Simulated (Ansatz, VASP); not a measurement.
# AgS: VASP beside Ansatz

File INCAR:

```
SYSTEM = AgS
ALGO = Normal
EDIFF = 1E-7
ENCUT = 520
GGA = PE
ISIF = 2
ISMEAR = 0
LASPH = .True.
LCHARG = .True.
LELF = .True.
LREAL = .False.
LVHAR = .True.
LWAVE = .False.
NBANDS = 16
NELM = 100
PREC = Accurate
SIGMA = 0.1
```

Contents of KPOINTS:

```
k-points
0
Gamma
  18 18 18
  0 0 0
```

Contents of POSCAR:

```
AgS
1.0
    0.0000000000      2.6147587771      2.6147587771
    2.6147587771      0.0000000000      2.6147587771
    2.6147587771      2.6147587771      0.0000000000
Ag S
1 1
Direct
    0.0000000000      0.0000000000      0.0000000000
    0.5000000000      0.5000000000      0.5000000000
```

Input for Ansatz:

```yaml
crystal:
  lattice:
    - [0.0, 2.6147587771, 2.6147587771]
    - [2.6147587771, 0.0, 2.6147587771]
    - [2.6147587771, 2.6147587771, 0.0]
  atoms:
    - { symbol: Ag, position: [0.0, 0.0, 0.0] }
    - { symbol: S, position: [0.5, 0.5, 0.5] }
basis:
  ecutwfc: 420
kpoints:
  mp_grid: { grid: [18, 18, 18] }
hamiltonian:
  xc: pbe
scf:
  occupations: { method: gaussian, width: 0.1 }
output:
  forces: true
  stress: true
  eigenvalues: true
```

Alike in both runs: task single point; functional PBE; k mesh 18 × 18 × 18; occupations gaussian, width 0.1 eV; no spin polarisation.

|  | VASP | Ansatz |
| --- | --- | --- |
| version | VASP 6.6.1 | Ansatz 0.2.0 |
| potentials or method | VASP PAW PBE potentials, release 64 (Ag, S), cutoff 520 eV | scalar-relativistic, plane waves, PAW |
| valence electrons in the cell | 17 | 25 |

VASP gave:

```
gap on the k mesh at the Fermi level (eV) : none
pressure (GPa)                            : 2.6
```

Q: Which values does Ansatz return?

A: gap on the k mesh at the Fermi level (eV): none; pressure (GPa): 2.8.

A gap of «none» marks a metal or a gap that the smearing closes. With one functional, cell and mesh, what is left measures potentials, basis and numerics. VASP's potentials hold 17 valence electrons a cell and Ansatz's 25, so a difference there can come from the potentials and not from the codes.
